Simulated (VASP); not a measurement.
# S (I4_132) in VASP: notebook

The runs below take S through single point, relaxation of cell and atoms, with PBE.

Everything below comes from runs of VASP 6.6.1. Logs are shortened: lines on timing, memory, paths and dates and some standing lists are left out, and cuts for length are marked.

## (1) The cell of the first run

The structure is cubic, space group I4_132 (No. 214). Conventional cell: a = 7.910 Å, b = 7.910 Å, c = 7.910 Å, α = 90.00°, β = 90.00°, γ = 90.00°. S (site symmetry 222) has 4 S at 2.42 Å within 3.2 Å.

The cell was built from a structure type or drawn by symmetry, and may not be a known phase.

## (2) Single point, PBE

INCAR

```
PREC     = Accurate       # precision mode
ENCUT    = 520            # plane-wave cutoff, eV
EDIFF    = 1E-6           # SCF threshold, eV
ISMEAR   = 0              # smearing method
SIGMA    = 0.1            # smearing width, eV
LREAL    = False          # projectors in reciprocal space
LASPH    = True           # aspherical terms in the spheres
NELM     = 100            # most SCF steps
ALGO     = Normal         # electronic algorithm
ISIF     = 2              # what is computed and relaxed
LWAVE    = False          # write WAVECAR
LCHARG   = False          # write CHGCAR
GGA      = PE             # functional
NBANDS   = 27             # bands
```

KPOINTS

```
Automatic mesh
0
Gamma
  4 4 4
```

POSCAR

```
S
1.0
   -3.9547836148      3.9547836148      3.9547836148
    3.9547836148     -3.9547836148      3.9547836148
    3.9547836148      3.9547836148     -3.9547836148
S
6
Direct
    0.6250000000      0.2500000000      0.8750000000
    0.8750000000      0.6250000000      0.2500000000
    0.7500000000      0.6250000000      0.8750000000
    0.2500000000      0.8750000000      0.6250000000
    0.8750000000      0.7500000000      0.6250000000
    0.6250000000      0.8750000000      0.7500000000
```

Potentials or basis: VASP PAW PBE potentials, release 64 (S).

The run is started by

```console
> cat potpaw_PBE.64/S/POTCAR > POTCAR
> mpirun -np 1 vasp_std > vasp.out
```

OUTCAR:

```text
PREC = Accurate
   ENCUT = 520
   EDIFF = 1E-6
   ISMEAR = 0
   LREAL = False
   LASPH = True
   NELM = 100
   ISIF = 2
   GGA = PE

 ion  position               nearest neighbor table
   1  0.625  0.250  0.875-   2 2.42   3 2.42   4 2.42   6 2.42
   2  0.875  0.625  0.250-   1 2.42   3 2.42   4 2.42   5 2.42
   3  0.750  0.625  0.875-   1 2.42   2 2.42   5 2.42   6 2.42
   4  0.250  0.875  0.625-   1 2.42   2 2.42   5 2.42   6 2.42
   5  0.875  0.750  0.625-   2 2.42   3 2.42   4 2.42   6 2.42
   6  0.625  0.875  0.750-   1 2.42   3 2.42   4 2.42   5 2.42

  LATTYP: Found a body centered cubic cell.
 ALAT       =     7.9095672296

  Lattice vectors:

 A1 = (  -3.9547836148,   3.9547836148,   3.9547836148)
 A2 = (   3.9547836148,  -3.9547836148,   3.9547836148)
 A3 = (   3.9547836148,   3.9547836148,  -3.9547836148)

Analysis of symmetry for initial positions (statically):
=====================================================================
 Subroutine PRICEL returns:
 Original cell was already a primitive cell.

 Routine SETGRP: Setting up the symmetry group for a
 body centered cubic supercell.

 Subroutine GETGRP returns: Found 24 space group operations
 (whereof  3 operations were pure point group operations)
 out of a pool of 48 trial point group operations.

The static configuration has the point symmetry C_3 .
 The point group associated with its full space group is O   .

Analysis of symmetry for dynamics (positions and initial velocities):
=====================================================================
 Subroutine PRICEL returns:
 Original cell was already a primitive cell.

 Routine SETGRP: Setting up the symmetry group for a
 body centered cubic supercell.

 Subroutine GETGRP returns: Found 24 space group operations
 (whereof  3 operations were pure point group operations)
 out of a pool of 48 trial point group operations.

The dynamic configuration has the point symmetry C_3 .
 The point group associated with its full space group is O   .

 Subroutine INISYM returns: Found 24 space group operations
 (whereof  3 operations are pure point group operations),
 and found     1 'primitive' translations

----------------------------------------------------------------------------------------

                                     Primitive cell

  volume of cell :     247.4162

  direct lattice vectors                    reciprocal lattice vectors
    -3.954783615  3.954783615  3.954783615     0.000000000  0.126429167  0.126429167
     3.954783615 -3.954783615  3.954783615     0.126429167  0.000000000  0.126429167
     3.954783615  3.954783615 -3.954783615     0.126429167  0.126429167  0.000000000

  length of vectors
     6.849886154  6.849886154  6.849886154     0.178797843  0.178797843  0.178797843

  position of ions in fractional coordinates (direct lattice)
     0.625000000  0.250000000  0.875000000
     0.875000000  0.625000000  0.250000000
     0.750000000  0.625000000  0.875000000
     0.250000000  0.875000000  0.625000000
     0.875000000  0.750000000  0.625000000
     0.625000000  0.875000000  0.750000000

  ion indices of the primitive-cell ions
   primitive index   ion index
                 1           1
                 2           2
                 3           3
                 4           4
                 5           5
                 6           6

----------------------------------------------------------------------------------------

 KPOINTS: Automatic mesh

Automatic generation of k-mesh.
 Grid dimensions read from file:
 generate k-points for:    4    4    4

 Generating k-lattice:

  Cartesian coordinates                     Fractional coordinates (reciprocal lattice)
     0.000000000  0.031607292  0.031607292     0.250000000  0.000000000  0.000000000
     0.031607292  0.000000000  0.031607292     0.000000000  0.250000000  0.000000000
     0.031607292  0.031607292  0.000000000     0.000000000  0.000000000  0.250000000

  Length of vectors
     0.044699461  0.044699461  0.044699461

  Shift w.r.t. Gamma in fractional coordinates (k-lattice)
     0.000000000  0.000000000  0.000000000

 Subroutine IBZKPT returns following result:
 ===========================================

 Found      8 irreducible k-points:

 Following reciprocal coordinates:
            Coordinates               Weight
  0.000000  0.000000  0.000000      1.000000
  0.250000  0.000000  0.000000     12.000000
  0.500000  0.000000  0.000000      6.000000
  0.250000  0.250000  0.000000     24.000000
  0.250000  0.250000  0.250000      2.000000
 -0.250000  0.250000  0.250000      6.000000
  0.500000  0.500000  0.250000     12.000000
  0.500000  0.500000  0.500000      1.000000
   k-points           NKPTS =      8   k-points in BZ     NKDIM =      8   number of bands    NBANDS=     27
   number of dos      NEDOS =    301   number of ions     NIONS =      6
   total plane-waves  NPLWV = 157464
   dimension x,y,z NGX =    54 NGY =   54 NGZ =   54
   dimension x,y,z NGXF=   108 NGYF=  108 NGZF=  108
   ions per type =               6
   NGX,Y,Z   is equivalent  to a cutoff of  13.11, 13.11, 13.11 a.u.
   NGXF,Y,Z  is equivalent  to a cutoff of  26.21, 26.21, 26.21 a.u.
 SYSTEM =  unknown system
   PREC   = accura    normal or accurate (medium, high low for compatibility)
   ISTART =      0    job   : 0-new  1-cont  2-samecut
   ICHARG =      2    charge: 1-file 2-atom 10-const
   ISPIN  =      1    spin polarized calculation?
   LNONCOLLINEAR =      F non collinear calculations
   LSORBIT =      F    spin-orbit coupling
   LASPH  =      T    aspherical Exc in radial PAW
   ENCUT  =  520.0 eV  38.22 Ry    6.18 a.u.  12.74 12.74 12.74*2*pi/ulx,y,z
   NELM   =    100;   NELMIN=  2; NELMDL= -5     # of ELM steps
   EDIFF  = 0.1E-05   stopping-criterion for ELM
   LREAL  =      F    real-space projection
   EDIFFG = 0.1E-04   stopping-criterion for IOM
   NSW    =      0    number of steps for IOM
   IBRION =     -1    ionic relax: 0-MD 1-quasi-New 2-CG
   NFREE  =      0    steps in history (QN), initial steepest desc. (CG)
   ISIF   =      2    stress and relaxation
   ISYM   =      2    0-nonsym 1-usesym 2-fastsym
   POTIM  = 0.5000    time-step for ionic-motion
   TEBEG  =    0.0;   TEEND  =   0.0 temperature during run
   PSTRESS=    0.0 pullay stress
   NELECT =      36.0000    total number of electrons
   NUPDOWN=      -1.0000    fix difference up-down
   EMIN   =  10.00;   EMAX   =-10.00  energy-range for DOS
   EFERMI =   0.00;   METHOD = LEGACY
   ISMEAR =     0;   SIGMA  =   0.10  broadening in eV -4-tet -1-fermi 0-gaus
   EFERMI_NEDOS =   21; number of points for ismear=-14 and -15
   IALGO  =     38    algorithm
   IMIX   =      4    mixing-type and parameters
     AMIX     =   0.40;   BMIX     =  1.00
     AMIX_MAG =   1.60;   BMIX_MAG =  1.00
  volume/ion in A,a.u.               =      41.24       278.27
  Fermi-wavevector in a.u.,A,eV,Ry     =   0.861059  1.627166 10.087668  0.741423
  Thomas-Fermi vector in A             =   1.978656
   LORBIT       =      0    0 simple, 1 ext, 2 COOP (PROOUT), +10 PAW based schemes
   GGA     = PE    functional components
   LHFCALC =     F    Hartree Fock is set to
   AEXX    =    0.0000 exact exchange contribution
   IVDW    =     0    specifies the selected vdW correction
   LEPSILON=     F    determine dielectric tensor
   LRPA    =     F    only Hartree local field effects (RPA)
 non-spin polarized calculation
 Gauss-broadening in eV      SIGMA  =   0.10
  energy-cutoff  :      520.00
  volume of cell :      247.42
 maximum number of plane-waves:      6699
 NGX is ok and might be reduce to    54
   NGX = 25   NGY = 25   NGZ = 25

 number of electron      35.9999996 magnetization

 Free energy of the ion-electron system (eV)
  ---------------------------------------------------
  ext. energy  EPLUGINS =         0.00000000
  ---------------------------------------------------
  free energy    TOTEN  =       -20.11657159 eV

  energy without entropy =      -20.10060256  energy(sigma->0) =      -20.10858708

 E-fermi :  -0.1192     XC(G=0):  -5.9458

 val. band max:       -0.1874104115   @ k =  -0.2500   0.2500   0.2500
 cond. band min:      -0.0264553375   @ k =   0.2500   0.0000   0.0000
 fundamental gap:      0.1609550740
 Fermi energy:        -0.1192147958

 k-point     1 :       0.0000    0.0000    0.0000
  band No.  band energies     occupation
      1     -16.3129      2.00000
      2     -13.8902      2.00000
      3     -13.8902      2.00000
      4     -13.8902      2.00000
      5     -11.3331      2.00000
      6     -11.3331      2.00000
[... 19 lines left out ...]
     26       5.8536      0.00000
     27       5.8536      0.00000

 k-point     2 :       0.2500    0.0000    0.0000
  band No.  band energies     occupation
      1     -16.1763      2.00000
      2     -14.7800      2.00000
      3     -13.9011      2.00000
      4     -13.0313      2.00000
      5     -11.3061      2.00000
      6     -11.2703      2.00000
[... 19 lines left out ...]
     26       5.2040      0.00000
     27       6.1607      0.00000

 k-point     3 :       0.5000    0.0000    0.0000
  band No.  band energies     occupation
      1     -15.9442      2.00000
      2     -15.2824      2.00000
      3     -13.9118      2.00000
      4     -12.6620      2.00000
      5     -11.2791      2.00000
      6     -11.1750      2.00000
[... 19 lines left out ...]
     26       4.6723      0.00000
     27       5.8443      0.00000

 k-point     4 :       0.2500    0.2500    0.0000
  band No.  band energies     occupation
      1     -15.9448      2.00000
      2     -15.2805      2.00000
      3     -13.9166      2.00000
      4     -12.6556      2.00000
      5     -11.2618      2.00000
      6     -11.1964      2.00000
[... 19 lines left out ...]
     26       4.9854      0.00000
     27       5.7778      0.00000

 k-point     5 :       0.2500    0.2500    0.2500
  band No.  band energies     occupation
      1     -15.6844      2.00000
      2     -15.6844      2.00000
      3     -13.2511      2.00000
      4     -13.2511      2.00000
      5     -11.2034      2.00000
      6     -11.2034      2.00000
[... 19 lines left out ...]
     26       4.9225      0.00000
     27       5.3283      0.00000

 k-point     6 :      -0.2500    0.2500    0.2500
  band No.  band energies     occupation
      1     -16.0346      2.00000
      2     -14.9260      2.00000
      3     -14.3705      2.00000
      4     -12.3701      2.00000
      5     -11.2978      2.00000
      6     -11.2365      2.00000
[... 19 lines left out ...]
     26       5.3028      0.00000
     27       5.8963      0.00000

 k-point     7 :       0.5000    0.5000    0.2500
  band No.  band energies     occupation
      1     -15.7772      2.00000
      2     -15.2853      2.00000
      3     -14.5328      2.00000
      4     -11.9106      2.00000
      5     -11.2618      2.00000
      6     -11.1859      2.00000
[... 19 lines left out ...]
     26       4.9986      0.00000
     27       5.8885      0.00000

 k-point     8 :       0.5000    0.5000    0.5000
  band No.  band energies     occupation
      1     -15.2882      2.00000
      2     -15.2882      2.00000
      3     -15.2882      2.00000
      4     -11.2207      2.00000
      5     -11.2207      2.00000
      6     -11.2207      2.00000
[... 19 lines left out ...]
     26       5.7614      0.00000
     27       5.7614      0.00000

------------------------ aborting loop because EDIFF is reached ----------------------------------------

  FORCE on cell =-STRESS in cart. coord.  units (eV):
  Direction    XX          YY          ZZ          XY          YZ          ZX
  --------------------------------------------------------------------------------------
  -------------------------------------------------------------------------------------
  Total        0.1469922      0.1469922      0.1469922      0.0000000      0.0000000     -0.0000000
  in kB        0.9518678      0.9518678      0.9518678      0.0000000      0.0000000     -0.0000000
  external PRESSURE =       0.9518678 kB  Pullay stress =       0.0000000 kB

 VOLUME and BASIS-vectors are now :
 -----------------------------------------------------------------------------
  energy-cutoff  :      520.00
  volume of cell :      247.42
      direct lattice vectors                 reciprocal lattice vectors
    -3.954783615  3.954783615  3.954783615     0.000000000  0.126429167  0.126429167
     3.954783615 -3.954783615  3.954783615     0.126429167  0.000000000  0.126429167
     3.954783615  3.954783615 -3.954783615     0.126429167  0.126429167  0.000000000

 POSITION                                       TOTAL-FORCE (eV/Angst)
 -----------------------------------------------------------------------------------
      1.97739      4.94348      0.00000        -0.000000     -0.000000     -0.000000
      0.00000      1.97739      4.94348        -0.000000      0.000000      0.000000
      2.96609      3.95478      1.97739         0.000000      0.000000      0.000000
      4.94348      0.00000      1.97739        -0.000000     -0.000000     -0.000000
      1.97739      2.96609      3.95478         0.000000     -0.000000     -0.000000
      3.95478      1.97739      2.96609         0.000000     -0.000000     -0.000000
 -----------------------------------------------------------------------------------
    total drift:                                0.000000     -0.000000      0.000000

  FREE ENERGIE OF THE ION-ELECTRON SYSTEM (eV)
  ---------------------------------------------------
  free  energy   TOTEN  =       -20.1165715857 eV

  energy  without entropy=      -20.1006025643  energy(sigma->0) =      -20.10858708
```

Wall time 1.7 min (1 thread of Intel Xeon 8259CL, shared host); peak memory 0.38 GiB.

What came out:

* Free energy: -20.1166 eV
* Pressure: 0.1 GPa
* Band gap on the k mesh: zero (bands 18 and 19 overlap by 0.89 eV)

## (3) Relaxation of cell and atoms, PBE

This run uses another cell than the first one, of 26.89 Å³/atom.

INCAR

```
PREC     = Accurate       # precision mode
ENCUT    = 600            # plane-wave cutoff, eV
EDIFF    = 1E-7           # SCF threshold, eV
ISMEAR   = 0              # smearing method
SIGMA    = 0.1            # smearing width, eV
LREAL    = F              # projectors in reciprocal space
LASPH    = T              # aspherical terms in the spheres
NELM     = 80             # most SCF steps
ALGO     = Normal         # electronic algorithm
ISIF     = 3              # what is computed and relaxed
LWAVE    = F              # write WAVECAR
LCHARG   = F              # write CHGCAR
GGA      = PE             # functional
IBRION   = 2              # ionic algorithm
NSW      = 90             # ionic steps
EDIFFG   = -0.04          # ionic threshold
```

KPOINTS

```
regular mesh
0
Gamma
  4 4 4
```

POSCAR: that of step 2 with these lines changed.

```diff
@@ -2,5 +2,5 @@
 1.0
-   -3.9547836148      3.9547836148      3.9547836148
-    3.9547836148     -3.9547836148      3.9547836148
-    3.9547836148      3.9547836148     -3.9547836148
+   -3.4292856400      3.4292856400      3.4292856400
+    3.4292856400     -3.4292856400      3.4292856400
+    3.4292856400      3.4292856400     -3.4292856400
 S
```

Potentials or basis: VASP PAW PBE potentials, release 64 (S).

The run is started by

```console
> cat potpaw_PBE.64/S/POTCAR > POTCAR
> mpirun -np 1 vasp_std > vasp.out
```

Wall time 3 min (1 thread of Intel Xeon 8259CL, shared host); peak memory 0.32 GiB.

It converged, with:

```yaml
Free_energy: -20.1038 eV
Relaxed_volume: 41.44 Å³/atom
Relaxed_cell: a = 6.861 Å, b = 6.861 Å, c = 6.861 Å, α = 109.47°, β = 109.47°, γ = 109.47°
Space_group_after_relaxing_to_0.1_Å: I4_132 (No. 214)
Energy_gained_by_relaxing: 883.9 meV/atom
Ionic_steps: 4
Pressure_after_relaxing: -0.1 GPa
Band_gap_on_the_k_mesh: zero (bands 18 and 19 overlap by 0.88 eV)
```

The path:
```
step  energy change (eV)  largest force (eV/Å)  pressure (GPa)  volume (Å³)
   1              0.0000                0.0000           26.94       161.31
   2             -4.7781                0.0000           -3.38       291.55
   3             -5.3016                0.0000            0.25       246.07
   4             -5.3032                0.0000           -0.05       248.65
```

Final structure:
```
CELL_PARAMETERS angstrom
-3.96133 3.96133 3.96133
3.96133 -3.96133 3.96133
3.96133 3.96133 -3.96133
ATOMIC_POSITIONS crystal
S 0.62500 0.25000 0.87500
S 0.87500 0.62500 0.25000
S 0.75000 0.62500 0.87500
S 0.25000 0.87500 0.62500
S 0.87500 0.75000 0.62500
S 0.62500 0.87500 0.75000
```

Levels at points of the mesh, in eV from the Fermi level:
```tsv
k point	band 14	band 15	band 16	band 17	band 18	band 19	band 20	band 21	band 22
(0.00, 0.00, 0.00)	-2.22	-1.06	-1.06	-1.06	-0.93	-0.41	-0.41	-0.41	2.96
(0.50, 0.00, 0.00)	-2.31	-2.27	-1.68	-1.17	-0.80	0.45	0.78	1.10	1.78
(0.50, 0.50, 0.50)	-2.96	-2.83	-2.83	0.47	0.47	0.47	1.02	1.02	1.02
```

Caveat: the volume moved by over 15 % at a fixed basis, so the end points are rough.
